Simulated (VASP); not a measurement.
Write the native input for VASP 6.6.1 that does the following.

- Task: single point
- Functional: r2SCAN
- Potentials or basis: VASP PAW PBE potentials, release 64 (Pt, Se)
- Cutoff: 520 eV
- k mesh: 4 × 4 × 4
- Occupations: fermi-dirac, width 0.086 eV
- Spin: no spin polarisation
- Dipole correction: no
- Further INCAR settings: ALGO = Normal; EDIFF = 1e-06; NBANDS = 18

Crystal: PtSe2.

```
Pt Se
1.0
     1.82050    1.05106    5.48450
    -1.82050    1.05106    5.48450
     0.00000   -2.10213    5.48450
Pt Se
1 2
Direct
  0.96719 0.00213 0.02095
  0.48601 0.38395 0.40490
  0.26060 0.27633 0.20889
```

One way to write it, as run:

POSCAR

```
PtSe2
1.0
    1.8204971909      1.0510645433      5.4845021713
   -1.8204971909      1.0510645433      5.4845021713
    0.0000000000     -2.1021290863      5.4845021714
Pt Se
1 2
Direct
   -0.0328141432      0.0021312554      0.0209512845
    0.4860089864      0.3839500538      0.4048966863
    0.2605965518      0.2763285179      0.2088910267
```

INCAR.step1

```
SYSTEM = PtSe2
PREC = Accurate ; ENCUT = 520
ISMEAR = -1 ; SIGMA = 0.086
LREAL = .False. ; LASPH = .True.
NELM = 60 ; NBANDS = 18
GGA = PE ; ALGO = Normal
EDIFF = 1E-4 ; LWAVE = .True.
LCHARG = .False.
```

INCAR.step2

```
SYSTEM = PtSe2
PREC = Accurate ; ENCUT = 520
EDIFF = 1E-6 ; ISMEAR = -1
SIGMA = 0.086 ; LREAL = .False.
LASPH = .True. ; NELM = 60
ALGO = Normal ; ISIF = 2
LWAVE = .False. ; LCHARG = .True.
METAGGA = R2SCAN ; LMIXTAU = .True.
LELF = .True. ; LVHAR = .True.
NBANDS = 18 ; ISTART = 1
```

KPOINTS

```
Automatic mesh
0
Gamma
  4 4 4
  0 0 0
```

Potentials or basis: VASP PAW PBE potentials, release 64 (Pt, Se).

Launch:

```bash
$ cat potpaw_PBE.64/Pt/POTCAR potpaw_PBE.64/Se/POTCAR > POTCAR
$ cp INCAR.step1 INCAR
$ mpirun -np 1 vasp_std > vasp.out
$ cp INCAR.step2 INCAR
$ mpirun -np 1 vasp_std > vasp.out
```

Results of the run:

```json
{
 "Pressure": "4.5 GPa",
 "Largest force": "1.505 eV/Å",
 "Band gap on the k mesh": "zero (bands 11 and 12 overlap by 1.04 eV)"
}
```

Caveat: the k points lie up to 0.51 Å⁻¹ apart, too coarse for converged energies and pressures of a metal; the atoms stand as in a frame of molecular dynamics; the PAW data sets were made with another functional, which shifts forces and pressure a little; spin-orbit coupling is left out, which moves the levels of the heavy elements.

It took 5.8 min on 1 thread of Intel Xeon 8259CL, with other jobs on the host, peak memory 0.36 GiB.
